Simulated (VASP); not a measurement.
The system is ZrGe4Mo.

```
Zr Ge Mo
1.0
     0.00000    3.89171    3.89171
     3.89171    0.00000    3.89171
     3.89171    3.89171    0.00000
Zr Ge Mo
1 4 1
Direct
  0.00000 0.00000 0.00000
  0.37592 0.37592 0.87224
  0.37592 0.87224 0.37592
  0.37592 0.37592 0.37592
  0.87224 0.37592 0.37592
  0.75000 0.75000 0.75000
```

The cell was generated, and may not be a known phase.

- Program: VASP 6.6.1
- Task: relaxation of cell and atoms
- Functional: PBE
- Potentials or basis: VASP PAW PBE potentials, release 64 (Zr_sv, Ge_d, Mo_sv)
- Cutoff: 600 eV
- k mesh: 4 × 4 × 4
- Occupations: gaussian, width 0.1 eV
- Spin: no spin polarisation

At the start: pressure -7.5 GPa; volume 19.65 Å³/atom.

Problem. How do energy, volume and symmetry change on relaxing?

Solution. Over 5 steps the energy falls by 44.2 meV/atom and the volume is 17.91 Å³/atom (-8.8 %); space group F-43m (No. 216, to 0.1 Å) before and after.

Step by step:
| step | energy change (eV) | largest force (eV/Å) | pressure (GPa) | volume (Å³) |
| --- | --- | --- | --- | --- |
| 1 | 0.0000 | 0.2260 | -7.51 | 117.88 |
| 2 | -0.1929 | 0.0110 | 5.04 | 102.85 |
| 3 | -0.2646 | 0.0934 | 0.00 | 107.61 |
| 4 | -0.2645 | 0.0893 | 0.19 | 107.42 |
| 5 | -0.2654 | 0.0039 | 0.20 | 107.45 |

Final structure:
```
Zr Ge Mo
1.0
     0.00000    3.77339    3.77339
     3.77339    0.00000    3.77339
     3.77339    3.77339    0.00000
Zr Ge Mo
1 4 1
Cartesian
  3.7734 3.7734 0.0000
  4.7164 4.7164 2.8304
  4.7164 2.8304 4.7164
  2.8304 2.8304 2.8304
  2.8304 4.7164 4.7164
  5.6601 5.6601 5.6601
```
